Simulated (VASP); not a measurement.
# Al5Cl2 (P4/mmm) in VASP: a series of runs

Runs on Al5Cl2. Level: PBE. Tasks: single point, relaxation of cell and atoms.

Everything below comes from runs of VASP 6.6.1. Logs are shortened: lines on timing, memory, paths and dates and some standing lists are left out, and cuts for length are marked.

## (1) The cell of the first run

It takes space group P4/mmm (No. 123, tetragonal). The conventional cell has a = 5.065 Å, b = 5.065 Å, c = 5.412 Å, α = 90.00°, β = 90.00°, γ = 90.00°. Al (site symmetry 2mm) has 4 Al at 2.46 to 2.95 Å and 4 Cl at 2.82 to 2.93 Å within 3.3 Å. Within 3.9 Å of Al (site symmetry 4/mmm) lie 8 Al at 2.93 Å and 4 Cl at 3.58 Å. Within 3.6 Å of Cl (site symmetry 4/mmm) lie 2 Cl at 2.71 Å and 12 Al at 2.93 to 3.58 Å. Cl (site symmetry 4/mmm) has 2 Cl at 2.71 Å and 8 Al at 2.82 Å within 3.6 Å.

The cell was generated, and may not be a known phase.

## (2) Single point, PBE

Input file INCAR:

```
  ALGO = Normal
  EDIFF = 1E-6
  ENCUT = 520
  GGA = PE
  ISIF = 2
  ISMEAR = 0
  LASPH = T
  LCHARG = F
  LREAL = F
  LWAVE = F
  NBANDS = 24
  NELM = 80
  PREC = Accurate
  SIGMA = 0.1
```

Input file KPOINTS:

```
k-points
0
Gamma
  4 4 4
```

Input file POSCAR:

```
Al5Cl2
1.0
    5.0648484100      0.0000000000      0.0000000000
    0.0000000000      5.0648484100      0.0000000000
    0.0000000000      0.0000000000      5.4124645700
Al Cl
5 2
Direct
    0.0000000000      0.5000000000      0.7724219600
    0.5000000000      0.0000000000      0.7724219600
    0.0000000000      0.5000000000      0.2275780400
    0.5000000000      0.0000000000      0.2275780400
    0.0000000000      0.0000000000      0.5000000000
    0.5000000000      0.5000000000      0.5000000000
    0.5000000000      0.5000000000      0.0000000000
```

Potentials or basis: VASP PAW PBE potentials, release 64 (Al, Cl).

On the command line:

```
> cat potpaw_PBE.64/Al/POTCAR potpaw_PBE.64/Cl/POTCAR > POTCAR
> mpirun -np 1 vasp_std > vasp.out
```

OUTCAR:

```text
EDIFF = 1E-6
   ENCUT = 520
   GGA = PE
   ISIF = 2
   ISMEAR = 0
   LASPH = T
   LREAL = F
   NELM = 80
   PREC = Accurate

 ion  position               nearest neighbor table
   1  0.000  0.500  0.772-   3 2.46   7 2.82   7 2.82   5 2.93   5 2.93   6 2.93   6 2.93   3 2.95

   2  0.500  0.000  0.772-   4 2.46   7 2.82   7 2.82   5 2.93   6 2.93   6 2.93   5 2.93   4 2.95

   3  0.000  0.500  0.228-   1 2.46   7 2.82   7 2.82   5 2.93   5 2.93   6 2.93   6 2.93   1 2.95
[... 5 lines left out ...]
   6  0.500  0.500  0.500-   1 2.93   2 2.93   3 2.93   4 2.93   2 2.93   4 2.93   1 2.93   3 2.93

   7  0.500  0.500  0.000-   1 2.82   2 2.82   3 2.82   4 2.82   2 2.82   4 2.82   1 2.82   3 2.82

  LATTYP: Found a simple tetragonal cell.
 ALAT       =     5.0648484100
 C/A-ratio  =     1.0686330827

  Lattice vectors:

 A1 = (   5.0648484100,   0.0000000000,   0.0000000000)
 A2 = (   0.0000000000,   5.0648484100,   0.0000000000)
 A3 = (   0.0000000000,   0.0000000000,   5.4124645700)

Analysis of symmetry for initial positions (statically):
=====================================================================
 Subroutine PRICEL returns:
 Original cell was already a primitive cell.

 Routine SETGRP: Setting up the symmetry group for a
 simple tetragonal supercell.

 Subroutine GETGRP returns: Found 16 space group operations
 (whereof 16 operations were pure point group operations)
 out of a pool of 16 trial point group operations.

The static configuration has the point symmetry D_4h.

Analysis of symmetry for dynamics (positions and initial velocities):
=====================================================================
 Subroutine PRICEL returns:
 Original cell was already a primitive cell.

 Routine SETGRP: Setting up the symmetry group for a
 simple tetragonal supercell.

 Subroutine GETGRP returns: Found 16 space group operations
 (whereof 16 operations were pure point group operations)
 out of a pool of 16 trial point group operations.

The dynamic configuration has the point symmetry D_4h.

 Subroutine INISYM returns: Found 16 space group operations
 (whereof 16 operations are pure point group operations),
 and found     1 'primitive' translations

[... 95 lines left out ...]
   ENCUT  =  520.0 eV  38.22 Ry    6.18 a.u.   9.42  9.42 10.06*2*pi/ulx,y,z
   NELM   =     80;   NELMIN=  2; NELMDL= -5     # of ELM steps
   EDIFF  = 0.1E-05   stopping-criterion for ELM
   LREAL  =      F    real-space projection
   EDIFFG = 0.1E-04   stopping-criterion for IOM
   NSW    =      0    number of steps for IOM
   IBRION =     -1    ionic relax: 0-MD 1-quasi-New 2-CG
   NFREE  =      0    steps in history (QN), initial steepest desc. (CG)
   ISIF   =      2    stress and relaxation
   ISYM   =      2    0-nonsym 1-usesym 2-fastsym
   POTIM  = 0.5000    time-step for ionic-motion
   TEBEG  =    0.0;   TEEND  =   0.0 temperature during run
   PSTRESS=    0.0 pullay stress
   NELECT =      29.0000    total number of electrons
   NUPDOWN=      -1.0000    fix difference up-down
   EMIN   =  10.00;   EMAX   =-10.00  energy-range for DOS
   EFERMI =   0.00;   METHOD = LEGACY
   ISMEAR =     0;   SIGMA  =   0.10  broadening in eV -4-tet -1-fermi 0-gaus
   EFERMI_NEDOS =   21; number of points for ismear=-14 and -15
   IALGO  =     38    algorithm
   IMIX   =      4    mixing-type and parameters
     AMIX     =   0.40;   BMIX     =  1.00
     AMIX_MAG =   1.60;   BMIX_MAG =  1.00
  volume/ion in A,a.u.               =      19.83       133.85
  Fermi-wavevector in a.u.,A,eV,Ry     =   0.971326  1.835539 12.836736  0.943473
  Thomas-Fermi vector in A             =   2.101533
   LORBIT       =      0    0 simple, 1 ext, 2 COOP (PROOUT), +10 PAW based schemes
   GGA     = PE    functional components
   LHFCALC =     F    Hartree Fock is set to
   AEXX    =    0.0000 exact exchange contribution
   IVDW    =     0    specifies the selected vdW correction
   LEPSILON=     F    determine dielectric tensor
   LRPA    =     F    only Hartree local field effects (RPA)
 non-spin polarized calculation
 Gauss-broadening in eV      SIGMA  =   0.10
  energy-cutoff  :      520.00
  volume of cell :      138.84
 maximum number of plane-waves:      3764
 NGX is ok and might be reduce to    40
   NGX = 19   NGY = 19   NGZ = 21

 number of electron      29.0000003 magnetization

 Free energy of the ion-electron system (eV)
  ---------------------------------------------------
  ext. energy  EPLUGINS =         0.00000000
  ---------------------------------------------------
  free energy    TOTEN  =       -20.94712502 eV

  energy without entropy =      -20.93807239  energy(sigma->0) =      -20.94259870

 E-fermi :   5.8711     XC(G=0):  -9.5238

 val. band max:        5.8583829554   @ k =   0.5000   0.0000   0.5000
 cond. band min:       5.8968604419   @ k =   0.5000   0.0000   0.5000
 fundamental gap:      0.0384774865
 Fermi energy:         5.8710938928

 k-point     1 :       0.0000    0.0000    0.0000
  band No.  band energies     occupation
      1     -11.4684      2.00000
      2      -9.5839      2.00000
      3      -1.8410      2.00000
      4      -1.6467      2.00000
      5      -0.7445      2.00000
      6      -0.7445      2.00000
[... 475 lines left out ...]
     23      10.2460      0.00000
     24      10.6613      0.00000

------------------------ aborting loop because EDIFF is reached ----------------------------------------

  FORCE on cell =-STRESS in cart. coord.  units (eV):
  Direction    XX          YY          ZZ          XY          YZ          ZX
  --------------------------------------------------------------------------------------
  -------------------------------------------------------------------------------------
  Total        0.1055969      0.1055969     13.6989245      0.0000000      0.0000000     -0.0000000
  in kB        1.2185226      1.2185226    158.0771454      0.0000000      0.0000000     -0.0000000
  external PRESSURE =      53.5047302 kB  Pullay stress =       0.0000000 kB

 VOLUME and BASIS-vectors are now :
 -----------------------------------------------------------------------------
  energy-cutoff  :      520.00
  volume of cell :      138.84
      direct lattice vectors                 reciprocal lattice vectors
     5.064848410  0.000000000  0.000000000     0.197439275  0.000000000  0.000000000
     0.000000000  5.064848410  0.000000000     0.000000000  0.197439275  0.000000000
     0.000000000  0.000000000  5.412464570     0.000000000  0.000000000  0.184758715

 POSITION                                       TOTAL-FORCE (eV/Angst)
 -----------------------------------------------------------------------------------
      0.00000      2.53242      4.18071        -0.000000      0.000000     -1.724844
      2.53242      0.00000      4.18071         0.000000     -0.000000     -1.724844
      0.00000      2.53242      1.23176        -0.000000     -0.000000      1.724844
      2.53242      0.00000      1.23176        -0.000000     -0.000000      1.724844
      0.00000      0.00000      2.70623        -0.000000      0.000000      0.000000
      2.53242      2.53242      2.70623        -0.000000      0.000000      0.000000
      2.53242      2.53242      0.00000        -0.000000      0.000000      0.000000
 -----------------------------------------------------------------------------------
    total drift:                                0.000000      0.000000     -0.000000

  FREE ENERGIE OF THE ION-ELECTRON SYSTEM (eV)
  ---------------------------------------------------
  free  energy   TOTEN  =       -20.9471250196 eV

  energy  without entropy=      -20.9380723880  energy(sigma->0) =      -20.94259870
```

OSZICAR:

```text
N       E                     dE             d eps       ncg     rms          rms(c)
DAV:   1     0.103472334790E+03    0.10347E+03   -0.11106E+04   864   0.984E+02
DAV:   2    -0.963679133068E+01   -0.11311E+03   -0.10398E+03  1176   0.152E+02
DAV:   3    -0.210861973755E+02   -0.11449E+02   -0.11308E+02  1080   0.496E+01
DAV:   4    -0.212641700127E+02   -0.17797E+00   -0.17792E+00  1032   0.754E+00
DAV:   5    -0.212680311105E+02   -0.38611E-02   -0.38610E-02  1152   0.111E+00    0.129E+01
DAV:   6    -0.210116585650E+02    0.25637E+00   -0.30149E-01  1000   0.258E+00    0.783E+00
DAV:   7    -0.209540998037E+02    0.57559E-01   -0.26949E-01  1032   0.218E+00    0.105E+00
DAV:   8    -0.209468387075E+02    0.72611E-02   -0.37336E-02  1016   0.101E+00    0.313E-01
DAV:   9    -0.209470762255E+02   -0.23752E-03   -0.61923E-03  1056   0.424E-01    0.945E-02
DAV:  10    -0.209471090371E+02   -0.32812E-04   -0.34611E-04  1096   0.939E-02    0.610E-02
DAV:  11    -0.209471237299E+02   -0.14693E-04   -0.40946E-05  1064   0.332E-02    0.195E-02
DAV:  12    -0.209471248670E+02   -0.11370E-05   -0.26059E-06  1024   0.890E-03    0.524E-03
DAV:  13    -0.209471250196E+02   -0.15264E-06   -0.64215E-07   728   0.412E-03
   1 F= -.20947125E+02 E0= -.20942599E+02  d E =-.905263E-02
```

stdout:

```text
POSCAR found type information on POSCAR AlCl
 POSCAR found :  2 types and       7 ions
 scaLAPACK will be used
 LDA part: xc-table for (Slater+PW92), standard interpolation
 POSCAR, INCAR and KPOINTS ok, starting setup
 FFT: planning ... GRIDC
 FFT: planning ... GRID_SOFT
 FFT: planning ... GRID
 WAVECAR not read
 entering main loop
```

Run time: 20 s. Hardware: 1 thread of AMD EPYC 9R45 (Zen 5), shared host; peak memory 0.22 GiB.

What came out:

```
Free energy            : -20.9471 eV
Pressure               : 5.4 GPa
Largest force          : 1.725 eV/Å
Band gap on the k mesh : zero (an odd number of electrons rules out a gap without spin polarisation)
```

Forces in eV/Å, atoms in the order of the input:
```
Al   0.000  0.000 -1.725
Al   0.000  0.000 -1.725
Al   0.000  0.000  1.725
Al   0.000  0.000  1.725
Al   0.000  0.000  0.000
Cl   0.000  0.000  0.000
Cl   0.000  0.000  0.000
```

Stress tensor (GPa, compression positive):
```
 0.12  0.00  0.00
 0.00  0.12  0.00
 0.00  0.00 15.81
```

Levels at points of the mesh, in eV from the Fermi level:
```csv
k point,band 11,band 12,band 13,band 14,band 15,band 16,band 17,band 18
"(0.00, 0.00, 0.00)",-2.09,-0.87,-0.84,-0.74,-0.74,1.01,1.01,1.07
"(0.50, 0.00, 0.00)",-1.87,-1.69,-1.24,-0.86,-0.20,0.49,1.45,1.99
"(0.50, 0.50, 0.00)",-1.73,-1.73,-1.02,-0.84,0.48,0.48,0.52,0.53
"(0.00, 0.00, 0.50)",-4.04,-3.29,-0.28,-0.28,0.90,0.90,1.18,1.50
"(0.50, 0.00, 0.50)",-3.32,-2.42,-1.20,-0.01,0.03,0.07,2.25,2.95
"(0.50, 0.50, 0.50)",-1.60,-1.60,-1.45,-1.45,1.84,2.11,2.89,2.89
```

Caveat: the stress differs along the axes, from 0 to 16 GPa; forces of over 1 eV/Å act on the atoms, so gaps and moduli don't describe the material at rest.

## (3) Single point, PBE

This run uses another cell than the first one, of 21.29 Å³/atom.

Input file INCAR:

```
ALGO = Normal ; EDIFF = 1E-6
ENCUT = 520 ; GGA = PE
ISIF = 2 ; ISMEAR = 0
LASPH = True ; LCHARG = False
LREAL = False ; LWAVE = False
NBANDS = 24 ; NELM = 60
PREC = Accurate ; SIGMA = 0.1
```

KPOINTS is that of step 2.

Input file POSCAR:

```
Al5Cl2
1.0
    5.0304102761      0.0000000000      0.0000000000
    0.0000000000      5.0304102761      0.0000000000
    0.0000000000      0.0000000000      5.8893652386
Al Cl
5 2
Direct
    0.0000000000      0.5000000000      0.7465756938
    0.5000000000      0.0000000000      0.7465756938
    0.0000000000      0.5000000000      0.2534243062
    0.5000000000      0.0000000000      0.2534243062
    0.0000000000      0.0000000000      0.5000000000
    0.5000000000      0.5000000000      0.5000000000
    0.5000000000      0.5000000000      0.0000000000
```

Potentials or basis: VASP PAW PBE potentials, release 64 (Al, Cl).

On the command line:

```
> cat potpaw_PBE.64/Al/POTCAR potpaw_PBE.64/Cl/POTCAR > POTCAR
> mpirun -np 1 vasp_std > vasp.out
```

It took 24 s on 1 thread of AMD EPYC 9R45 (Zen 5), shared host; peak memory 0.24 GiB.

It converged, with:

* Free energy: -21.7657 eV
* Pressure: 0.0 GPa
* Band gap on the k mesh: zero (an odd number of electrons rules out a gap without spin polarisation)

Forces in eV/Å, atoms in the order of the input:
```
Al   0.000  0.000 -0.003
Al   0.000  0.000 -0.003
Al   0.000  0.000  0.003
Al   0.000  0.000  0.003
Al   0.000  0.000  0.000
Cl   0.000  0.000  0.000
Cl   0.000  0.000  0.000
```

Levels at points of the mesh, in eV from the Fermi level:
```
           k point  band 12  band 13  band 14  band 15  band 16  band 17
(0.00, 0.00, 0.00)    -2.35    -0.86    -0.86    -0.76     0.15     0.40
(0.50, 0.00, 0.00)    -1.95    -1.52    -0.95    -0.94     0.36     1.48
(0.50, 0.50, 0.00)    -2.07    -2.07    -1.68     0.38     0.61     0.63
(0.00, 0.00, 0.50)    -3.12    -0.70    -0.70     0.89     0.89     1.07
(0.50, 0.00, 0.50)    -2.56    -1.63    -0.52     0.46     0.63     1.84
(0.50, 0.50, 0.50)    -1.95    -1.58    -1.58     1.61     2.27     2.39
```

## (4) Single point, PBE

This run uses another cell than the first one, of 21.36 Å³/atom.

Input file INCAR:

```
  ALGO = Normal
  EDIFF = 1E-6
  ENCUT = 520
  GGA = PE
  ISIF = 2
  ISMEAR = 0
  LASPH = T
  LCHARG = F
  LREAL = F
  LWAVE = F
  NBANDS = 24
  NELM = 100
  PREC = Accurate
  SIGMA = 0.1
```

Input file KPOINTS:

```
k-points
0
Gamma
  8 8 6
```

Input file POSCAR:

```
Al5Cl2
1.0
    5.0343900523      0.0000000000      0.0000000000
    0.0000000000      5.0343900523      0.0000000000
    0.0000000000      0.0000000000      5.8998689604
Al Cl
5 2
Direct
    0.0000000000      0.5000000000      0.7430934580
    0.5000000000      0.0000000000      0.7430934580
    0.0000000000      0.5000000000      0.2569065420
    0.5000000000      0.0000000000      0.2569065420
    0.0000000000      0.0000000000      0.5000000000
    0.5000000000      0.5000000000      0.5000000000
    0.5000000000      0.5000000000      0.0000000000
```

On the command line:

```
> cat potpaw_PBE.64/Al/POTCAR potpaw_PBE.64/Cl/POTCAR > POTCAR
> mpirun -np 1 vasp_std > vasp.out
```

Wall time 77 s (1 thread of AMD EPYC 9R45 (Zen 5), shared host); peak memory 0.33 GiB.

It converged, with:

- Free energy: -21.6518 eV
- Pressure: 0.0 GPa
- Band gap on the k mesh: zero (an odd number of electrons rules out a gap without spin polarisation)

Levels at points of the mesh, in eV from the Fermi level:
```
           k point  band 11  band 12  band 13  band 14  band 15  band 16  band 17  band 18
(0.00, 0.00, 0.00)    -2.51    -2.25    -0.74    -0.74    -0.61     0.27     0.55     0.55
(0.50, 0.00, 0.00)    -2.27    -1.81    -1.36    -0.83    -0.81     0.48     1.62     1.69
(0.50, 0.50, 0.00)    -2.25    -1.97    -1.97    -1.51     0.50     0.77     0.77     0.82
(0.00, 0.00, 0.50)    -3.73    -2.91    -0.59    -0.59     1.05     1.05     1.27     1.29
(0.50, 0.00, 0.50)    -3.33    -2.41    -1.52    -0.44     0.65     0.81     1.92     2.55
(0.50, 0.50, 0.50)    -1.87    -1.87    -1.44    -1.44     1.69     2.44     2.46     2.46
```

[end of part 1 of 2]

The gap in the log of VASP goes by the Fermi energy; the results here count the filled bands.